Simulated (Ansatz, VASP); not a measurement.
# Two plane-wave programs on BeS

The input INCAR:

```
SYSTEM = BeS
  PREC = Accurate
  ENCUT = 600
  EDIFF = 1E-7
  ISMEAR = 0
  SIGMA = 0.02
  LREAL = .False.
  LASPH = .True.
  NELM = 60
  ALGO = Normal
  ISIF = 3
  LWAVE = .False.
  LCHARG = .False.
  GGA = PE
  IBRION = 2
  NSW = 100
  EDIFFG = -0.01
```

Contents of KPOINTS:

```
Automatic mesh
0
Gamma
  8 8 8
  0 0 0
```

File POSCAR:

```
BeS
1.0
    0.0000000000      2.4249999500      2.4249999500
    2.4249999500      0.0000000000      2.4249999500
    2.4249999500      2.4249999500      0.0000000000
Be S
1 1
Direct
    0.0000000000      0.0000000000      0.0000000000
    0.7500000000      0.7500000000      0.7500000000
```

Input for Ansatz:

```yaml
crystal:
  lattice:
    - [0.0, 2.42499995, 2.42499995]
    - [2.42499995, 0.0, 2.42499995]
    - [2.42499995, 2.42499995, 0.0]
  atoms:
    - { symbol: Be, position: [0.0, 0.0, 0.0] }
    - { symbol: S, position: [0.75, 0.75, 0.75] }
basis:
  ecutwfc: 420
kpoints:
  mp_grid: { grid: [8, 8, 8] }
hamiltonian:
  xc: pbe
scf:
  occupations: { method: gaussian, width: 0.02 }
output:
  forces: true
  stress: true
  eigenvalues: true
relax:
  adjacent_minimum: "off"
  f_tol: 0.01
  max_steps: 80
  cell: { stress_tol: 0.05 }
```

Alike in both runs: task relaxation of cell and atoms; functional PBE; k mesh 8 × 8 × 8; occupations gaussian, width 0.02 eV; no spin polarisation.

```csv
,VASP,Ansatz
version,VASP 6.6.1,Ansatz 0.2.0
potentials or method,"VASP PAW PBE potentials, release 64 (Be, S), cutoff 600 eV","scalar-relativistic, plane waves, PAW"
valence electrons in the cell,8,8
```

```tsv
	VASP	Ansatz	Ansatz less VASP
gap on the k mesh at the Fermi level, each at its own relaxed structure (eV)	3.15	3.14	-0.003
relaxed volume (Å³/atom)	14.50	14.49	-0.008
relaxed cell length with the largest relative difference (Å)	3.448	3.448	-0.0006
```
